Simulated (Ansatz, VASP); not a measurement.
**One calculation of HPt6, two programs**

```
CELL_PARAMETERS angstrom
5.61433 0.00000 0.00000
0.00000 5.61433 0.00000
0.00000 0.00000 21.85138
ATOMIC_POSITIONS crystal
Pt 0.25000 0.25000 0.18305
Pt 0.25000 0.75000 0.18305
Pt 0.75000 0.25000 0.18305
Pt 0.75000 0.75000 0.18305
Pt 0.00000 0.00000 0.27121
Pt 0.00000 0.50000 0.27121
Pt 0.50000 0.00000 0.27121
Pt 0.50000 0.50000 0.27121
Pt 0.25000 0.25000 0.35931
Pt 0.25000 0.75000 0.35931
Pt 0.75000 0.25000 0.35931
Pt 0.75000 0.75000 0.35931
H 0.80096 0.00000 0.39455
H 0.19904 0.00000 0.39455
```

Alike in both runs: task single point; functional PBE; k mesh 5 × 5 × 1; occupations gaussian, width 0.1 eV; no spin polarisation.

|  | VASP | Ansatz |
| --- | --- | --- |
| version | VASP 6.6.1 | Ansatz 0.2.0 |
| potentials or method | VASP PAW PBE potentials, release 64 (Pt, H), cutoff 520 eV | scalar-relativistic, plane waves, PAW |
| valence electrons in the cell | 122 | 218 |

VASP gave:

```
gap on the k mesh at the Fermi level (eV) : none
rms of the force components (eV/Å)        : 0.629
```

**Question.** Which values does Ansatz return?

**Answer.** gap on the k mesh at the Fermi level (eV): none; rms of the force components (eV/Å): 0.613.

Atom by atom the forces differ by 0.020 eV/Å (rms over components). A gap of «none» marks a metal or a gap that the smearing closes. With one functional, cell and mesh, what is left measures potentials, basis and numerics. VASP's potentials hold 122 valence electrons a cell and Ansatz's 218, so a difference there can come from the potentials and not from the codes.

Spin-orbit coupling is off throughout.
